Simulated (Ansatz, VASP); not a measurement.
**One calculation of SrO, two programs**

```
Sr O
1.0
     0.00000    2.57461    2.57461
     2.57461    0.00000    2.57461
     2.57461    2.57461    0.00000
Sr O
1 1
Direct
  0.00000 0.00000 0.00000
  0.50000 0.50000 0.50000
```

Alike in both runs: task single point; functional PBE; dispersion D3(BJ); k mesh 8 × 8 × 8; occupations gaussian, width 0.02 eV; no spin polarisation.

|  | VASP | Ansatz |
| --- | --- | --- |
| version | VASP 6.6.1 | Ansatz 0.2.0 |
| potentials or method | VASP PAW PBE potentials, release 64 (Sr_sv, O), cutoff 600 eV | scalar-relativistic, plane waves, PAW |
| valence electrons in the cell | 16 | 16 |

```csv
,VASP,Ansatz,Ansatz less VASP
gap on the k mesh at the Fermi level (eV),3.27,3.32,+0.048
least direct gap on the mesh (eV),3.36,3.40,+0.038
pressure (GPa),0.5,0.0,-0.47
```
